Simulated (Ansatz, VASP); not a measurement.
**One calculation of Ag, two programs**

```
Ag
1.0
     3.34836    1.93318    5.71031
    -3.34836    1.93318    5.71031
     0.00000   -3.86636    5.71031
Ag
12
Cartesian
  -2.1544 1.2438 3.8487
  0.0000 -2.4877 3.8487
  2.1544 1.2438 3.8487
  2.1544 -1.2438 13.2822
  -2.1544 -1.2438 13.2822
  0.0000 2.4877 13.2822
  -1.3709 0.7915 6.1269
  0.0000 -1.5830 6.1269
  1.3709 0.7915 6.1269
  1.3709 -0.7915 11.0040
  -1.3709 -0.7915 11.0040
  0.0000 1.5830 11.0040
```

Alike in both runs: task relaxation of cell and atoms; functional PBE; k mesh 3 × 3 × 3; occupations gaussian, width 0.1 eV; no spin polarisation.

|  | VASP | Ansatz |
| --- | --- | --- |
| version | VASP 6.6.1 | Ansatz 0.2.0 |
| potentials or method | VASP PAW PBE potentials, release 64 (Ag), cutoff 600 eV | scalar-relativistic, plane waves, PAW |
| valence electrons in the cell | 132 | 228 |

VASP gave:

```
gap on the k mesh at the Fermi level, each at its own relaxed structure (eV) : none
relaxed volume (Å³/atom)                                                     : 26.10
relaxed cell length with the largest relative difference (Å)                 : 7.872
```

Task: What did Ansatz give for the same quantities?

Result: gap on the k mesh at the Fermi level, each at its own relaxed structure (eV): none; relaxed volume (Å³/atom): 25.95; relaxed cell length with the largest relative difference (Å): 7.887.

A gap of «none» marks a metal or a gap that the smearing closes. VASP's potentials hold 132 valence electrons a cell and Ansatz's 228, so a difference there can come from the potentials and not from the codes.

The k mesh is coarse, so the values compare programs but aren't converged. Noted on VASP's run: the volume moved by over 15 % at a fixed basis, so the end points are rough.
